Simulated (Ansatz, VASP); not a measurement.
# Li in VASP and in Ansatz

POSCAR

```
Li
1.0
    0.0000000000      2.2177943291      2.2177943291
    2.2177943291      0.0000000000      2.2177943291
    2.2177943291      2.2177943291      0.0000000000
Li
1
Direct
    0.0000000000      0.0000000000      0.0000000000
```

File INCAR.step1:

```
PREC = Accurate ; ENCUT = 830
ISMEAR = -1 ; SIGMA = 0.1
LREAL = F ; LASPH = T
NELM = 120 ; NBANDS = 8
GGA = PE ; ALGO = Normal
EDIFF = 1E-5 ; LWAVE = T
LCHARG = F ; GGA_COMPAT = F
```

The input INCAR.step2:

```
PREC = Accurate ; ENCUT = 830
EDIFF = 1E-6 ; ISMEAR = -1
SIGMA = 0.1 ; LREAL = F
LASPH = T ; NELM = 120
ALGO = Normal ; ISIF = 2
LWAVE = F ; LCHARG = F
METAGGA = R2SCAN ; LMIXTAU = T
NBANDS = 8 ; ISTART = 1
GGA_COMPAT = F
```

Contents of KPOINTS:

```
regular mesh
0
Gamma
  14 14 14
```

Input for Ansatz:

```yaml
crystal:
  lattice:
    - [0.0, 2.2177943291, 2.2177943291]
    - [2.2177943291, 0.0, 2.2177943291]
    - [2.2177943291, 2.2177943291, 0.0]
  atoms:
    - { symbol: Li, position: [0.0, 0.0, 0.0] }
hamiltonian:
  xc: r2scan
  pseudopotentials:
    kind: paw
    azcp:
      Li: "pseudopotentials/Li.paw.azcp"
basis:
  ecutwfc: 500
  fft_grid_basis: typed
kpoints:
  mp_grid: { grid: [14, 14, 14], shift: [0, 0, 0] }
magnetization:
  spin_polarized: false
scf:
  occupations: { method: fermi_dirac, width: 0.1 }
  lower_state_search: "off"
output:
  stress: true
```

Alike in both runs: task single point; functional r2SCAN; k mesh 14 × 14 × 14; occupations fermi-dirac, width 0.1 eV; no spin polarisation.

```csv
,VASP,Ansatz
version,VASP 6.6.1,Ansatz 0.2.0
potentials or method,"VASP PAW PBE potentials, release 64 (Li_sv), cutoff 830 eV","plane waves (500 eV) with PAW, scalar-relativistic"
valence electrons in the cell,3,3
```

|  | VASP | Ansatz | Ansatz less VASP |
| --- | --- | --- | --- |
| pressure (GPa) | -0.7 | -0.5 | +0.18 |

VASP's potentials were made for PBE, not for r2SCAN.
